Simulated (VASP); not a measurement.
Here is a VASP 6.6.1 calculation.

File INCAR:

```
PREC = Accurate
ENCUT = 500
EDIFF = 1E-6
ISMEAR = 0
SIGMA = 0.01
LREAL = False
LASPH = True
NELM = 120
ALGO = Normal
ISIF = 2
LWAVE = False
LCHARG = True
GGA = PS
LELF = True
LVHAR = True
NBANDS = 17
GGA_COMPAT = False
```

KPOINTS

```
Automatic mesh
0
Gamma
  8 8 8
```

POSCAR

```
SnSe
1.0
    0.0000000000      2.9528026911      2.9528026911
    2.9528026911      0.0000000000      2.9528026911
    2.9528026911      2.9528026911      0.0000000000
Sn Se
1 1
Direct
    0.0000000000      0.0000000000      0.0000000000
    0.5000000000      0.5000000000      0.5000000000
```

Potentials or basis: VASP PAW PBE potentials, release 64 (Sn_d, Se).

Launch:

```sh
$ cat potpaw_PBE.64/Sn_d/POTCAR potpaw_PBE.64/Se/POTCAR > POTCAR
$ mpirun -np 1 vasp_std > vasp.out
```

Task: What does it give for the pressure?

Result: 1.2 GPa.

Task: Predict the band gap on the k mesh.

Result: 0.77 eV, indirect (least direct gap 0.92 eV).

Caveat: the PAW data sets were made with another functional, which shifts forces and pressure a little; spin-orbit coupling is left out, which moves the levels of the heavy elements. A k mesh can miss the band edges.
